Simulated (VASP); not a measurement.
Runs of VASP 6.6.1 on InAs. The structure is that of space group F-43m (No. 216), or close to it. The cells are those of the table. 

| cell | gap on the mesh (eV) | pressure (GPa) |
| --- | --- | --- |
| a = 4.434 Å, angles 60.0°, 2 atoms | none | -4.0 |
| a = 4.369 Å, angles 60.0°, 2 atoms | none | -2.2 |
| a = 4.240 Å, angles 60.0°, 2 atoms | none | (a) |
| a = 4.175 Å, angles 60.0°, 2 atoms | - | 6.4 |

Alike in all rows: task single point; level PBEsol; potentials or basis VASP PAW PBE potentials, release 64 (In_d, As); no spin polarisation; k mesh 18 × 18 × 18; cutoff (eV) 520; smearing gaussian 0.15 eV.

Estimate the missing entries.

(a) 2.9.

Caveats: the PAW data sets were made with another functional, which shifts forces and pressure a little; spin-orbit coupling is left out, which moves the levels of the heavy elements.

A k mesh can miss the band edges, and the runs leave out spin-orbit coupling on As, In.

A gap of «none» marks levels without a gap at the run's occupations.
